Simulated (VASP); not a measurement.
# H3C2N: single point with PBE+D3(BJ)

H3C2N:

```
CELL_PARAMETERS angstrom
8.31166 0.00000 0.00000
0.00000 8.31166 0.00000
0.00000 0.00000 8.31166
ATOMIC_POSITIONS crystal
C 0.03201 0.15305 0.43491
C 0.95460 0.18368 0.58337
C 0.45507 0.78449 0.24723
C 0.42588 0.64102 0.34992
C 0.13568 0.77638 0.67579
C 0.22565 0.74226 0.81753
C 0.42961 0.32894 0.75250
C 0.40322 0.19147 0.65384
C 0.76982 0.47746 0.11989
C 0.84505 0.59810 0.21498
C 0.80216 0.97244 0.97611
C 0.75974 0.84041 0.87199
N 0.92772 0.23151 0.70973
N 0.41601 0.53490 0.44232
N 0.26379 0.70258 0.94642
N 0.39467 0.07455 0.57221
N 0.88797 0.70988 0.28308
N 0.69771 0.73111 0.80702
H 0.05508 0.26279 0.36373
H 0.15280 0.10192 0.47142
H 0.97299 0.05982 0.36138
H 0.44712 0.87851 0.34486
H 0.57958 0.79209 0.19628
H 0.36662 0.79456 0.14896
H 0.20772 0.85392 0.59661
H 0.12250 0.65805 0.62020
H 0.02349 0.83192 0.70547
H 0.42274 0.29125 0.87903
H 0.53579 0.38513 0.72673
H 0.32249 0.39625 0.71871
H 0.68629 0.53977 0.03925
H 0.86068 0.42315 0.03700
H 0.71284 0.39485 0.21009
H 0.86494 0.08118 0.92842
H 0.68178 0.01142 0.01906
H 0.88704 0.93178 0.07972
```

```yaml
Program: VASP 6.6.1
Task: single point
Functional: PBE
Dispersion: D3(BJ)
Potentials_or_basis: VASP PAW PBE potentials, release 64 (C_h, N_h, H_h)
Cutoff: 1000 eV
k_mesh: 1 × 1 × 1
Occupations: fermi-dirac, width 0.05 eV
Spin: no spin polarisation
Dipole_correction: no
Further_INCAR_settings: LREAL = Auto; ALGO = Normal; EDIFF = 1e-06; NBANDS = 72
```

```json
{"Pressure": "0.1 GPa", "Largest force": "4.020 eV/Å", "Band gap on the k mesh": "5.85 eV", "Dispersion energy per atom": "-0.040 eV"}
```

Forces on the atoms (eV/Å):
```
C    1.168 -1.201 -1.000
C    0.577  0.382 -1.047
C    0.209  0.016  1.592
C    0.750 -0.276 -0.306
C    1.390 -0.240 -0.935
C   -0.450 -0.194  1.611
C   -3.020 -1.531  0.851
C    0.935 -3.393 -1.941
C    0.310 -0.896 -0.114
C   -0.377 -0.306 -0.755
C    1.003  0.479  1.528
C   -0.613 -0.996 -0.659
N   -0.961  0.495  2.146
N   -0.222  0.696 -0.817
N    0.363  0.052 -0.446
N   -0.139  2.107  1.387
N    0.965  1.581  1.242
N    0.863  0.917  0.408
H   -0.200 -0.112  0.212
H   -0.588  0.354 -0.489
H   -0.059  0.181  0.060
H   -0.086  0.076 -1.011
H   -0.638 -0.434  0.421
H    0.059  0.024  0.363
H   -0.168 -0.033 -0.119
H   -0.458  0.034 -0.518
H   -0.839  0.223  0.106
H   -0.029  0.205  0.050
H    2.367  1.564 -0.692
H    0.059  1.076  0.469
H   -0.449 -0.206  0.102
H   -0.445 -0.250  0.556
H    0.067  0.009 -1.033
H   -0.450 -0.695 -0.580
H    0.520  0.135  0.431
H   -1.414  0.157 -1.074
```

Stress tensor (GPa, compression positive):
```
-0.07 -0.10 -0.22
-0.10  0.08  1.02
-0.22  1.02  0.41
```

Levels at points of the mesh, in eV from the valence-band top:
```tsv
k point	band 44	band 45	band 46	band 47	band 48	band 49	band 50	band 51	band 52	band 53
(0.00, 0.00, 0.00)	-0.37	-0.25	-0.21	-0.11	0.00	5.85	6.53	6.64	6.77	6.80
```

Run time: 2.3 min on 1 thread of AMD EPYC 9R45 96-Core Processor (Zen 5), with other jobs on the host, peak memory 1.2 GiB.

Caveat: the k points lie up to 0.76 Å⁻¹ apart.
